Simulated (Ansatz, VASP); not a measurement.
**Ge: VASP beside Ansatz**

File INCAR:

```
SYSTEM = Ge
ALGO = Normal
EDIFF = 1E-6
ENCUT = 520
ISIF = 2
ISMEAR = 0
LASPH = .TRUE.
LCHARG = .FALSE.
LREAL = .FALSE.
LWAVE = .FALSE.
NBANDS = 21
NELM = 60
PREC = Accurate
SIGMA = 0.15
```

The input KPOINTS:

```
k-points
0
G
  14 14 14
  0 0 0
```

File POSCAR:

```
Ge
1.0
    0.0000000000      2.8107124513      2.8107124513
    2.8107124513      0.0000000000      2.8107124513
    2.8107124513      2.8107124513      0.0000000000
Ge
2
Direct
    0.5029174098      0.4970825902      0.4970825902
    0.7470825902      0.7529174098      0.7529174098
```

Input for Ansatz:

```yaml
crystal:
  lattice:
    - [0.0, 2.8107124513, 2.8107124513]
    - [2.8107124513, 0.0, 2.8107124513]
    - [2.8107124513, 2.8107124513, 0.0]
  atoms:
    - { symbol: Ge, position: [0.5029174098, 0.4970825902, 0.4970825902] }
    - { symbol: Ge, position: [0.7470825902, 0.7529174098, 0.7529174098] }
basis:
  ecutwfc: 420
kpoints:
  mp_grid: { grid: [14, 14, 14] }
hamiltonian:
  xc: lda
  pseudopotentials: { kind: paw, azcp: { folder: soft_1 } }
scf:
  occupations: { method: gaussian, width: 0.15 }
output:
  forces: true
  stress: true
  eigenvalues: true
```

Change from the starting cell: mode 4 frozen in at -0.016 Å, strain +e along z and -e/2 along x and y +0.0000.

Alike in both runs: task single point; functional LDA; k mesh 14 × 14 × 14; occupations gaussian, width 0.15 eV; no spin polarisation.

```csv
,VASP,Ansatz
version,VASP 6.6.1,Ansatz 0.2.0
potentials or method,"VASP PAW LDA potentials, release 64 (Ge_d), cutoff 520 eV","scalar-relativistic, plane waves, PAW"
valence electrons in the cell,28,28
```

```tsv
	VASP	Ansatz	Ansatz less VASP
pressure (GPa)	0.3	0.1	-0.25
traceless stress, the component that is largest in VASP (GPa)	-1.05	-1.03	+0.012
rms of the force components (eV/Å)	0.215	0.212	-0.0029
```

Ansatz warns that its potentials were made for another functional, while VASP's fit it. LDA's correlation is that of Perdew and Zunger in VASP and of Perdew and Wang (1992) in Ansatz. Atom by atom the forces differ by 0.003 eV/Å (rms over components).
